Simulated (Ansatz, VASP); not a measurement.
**One calculation of KGeF3, two programs**

```
CELL_PARAMETERS angstrom
4.38753 0.00000 0.00000
0.00000 4.38753 0.00000
0.00000 0.00000 4.38753
ATOMIC_POSITIONS crystal
K 0.00000 0.00000 0.00000
Ge 0.50000 0.50000 0.50000
F 0.50000 0.50000 0.00000
F 0.50000 0.00000 0.50000
F 0.00000 0.50000 0.50000
```

Alike in both runs: task single point; functional r2SCAN; k mesh 6 × 6 × 6; no spin polarisation.

|  | VASP | Ansatz |
| --- | --- | --- |
| version | VASP 6.6.1 | Ansatz 0.2.0 |
| potentials or method | VASP PAW PBE potentials, release 64 (K_sv, Ge_d, F) | plane waves, PAW |
| plane-wave cutoff (eV) | 520 | 500 |
| occupations | gaussian, width 0.01 eV | fixed |
| valence electrons in the cell | 44 | 44 |

|  | VASP | Ansatz | Ansatz less VASP |
| --- | --- | --- | --- |
| gap on the k mesh at the Fermi level (eV) | 2.03 | 2.04 | +0.007 |
| pressure (GPa) | -0.2 | 0.0 | +0.18 |

VASP's potentials were made for PBE, not for r2SCAN.
